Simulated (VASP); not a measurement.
Input of a VASP 6.6.1 run:

File INCAR:

```
PREC = Accurate
ENCUT = 520
EDIFF = 1E-6
ISMEAR = -1
SIGMA = 0.05
LREAL = False
LASPH = True
NELM = 60
ALGO = Normal
ISIF = 2
LWAVE = False
LCHARG = False
GGA = PE
NBANDS = 13
```

The input KPOINTS:

```
regular mesh
0
Gamma
  20 20 20
```

Contents of POSCAR:

```
W
1.0
   -1.3421465761      1.3421465761      1.3421465761
    1.3421465761     -1.3421465761      1.3421465761
    1.3421465761      1.3421465761     -1.3421465761
W
1
Direct
    0.0000000000      0.0000000000      0.0000000000
```

Potentials or basis: VASP PAW PBE potentials, release 64 (W_sv).

The run is started by

```sh
$ cat potpaw_PBE.64/W_sv/POTCAR > POTCAR
$ mpirun -np 1 vasp_std > vasp.out
```

Problem. Predict the band gap on the k mesh.

Solution. Zero (band 7 reaches 29.82 eV, above the bottom of band 8 at 17.54 eV).

Problem. Estimate the pressure.

Solution. 444.4 GPa.

Caveat: spin-orbit coupling is left out, which moves the levels of the heavy elements.
